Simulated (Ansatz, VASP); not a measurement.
**Two plane-wave programs on Rh**

```
CELL_PARAMETERS angstrom
2.25277 0.00000 0.00000
0.00000 2.25277 0.00000
0.00000 0.00000 2.25277
ATOMIC_POSITIONS crystal
Rh 0.00000 0.00000 0.00000
```

Change from the starting cell: volume scaled by 0.7, norm-conserving files.

Alike in both runs: task single point; functional PBE; k mesh 15 × 15 × 15; occupations fermi-dirac, width 0.1 eV; no spin polarisation.

|  | VASP | Ansatz |
| --- | --- | --- |
| version | VASP 6.6.1 | Ansatz 0.2.0 |
| potentials or method | VASP PAW PBE potentials, release 64 (Rh_pv) | norm-conserving pseudopotentials, scalar-relativistic |
| plane-wave cutoff (eV) | 520 | 1197 |
| valence electrons in the cell | 15 | 17 |

```tsv
	VASP	Ansatz	Ansatz less VASP
pressure (GPa)	158.2	157.4	-0.78
```

Both programs put the cell under a high pressure, so it lies far from rest at this level. VASP's potentials hold 15 valence electrons a cell and Ansatz's 17, so a difference there can come from the potentials and not from the codes.

Noted on VASP's run: the cell as given lies far from equilibrium.
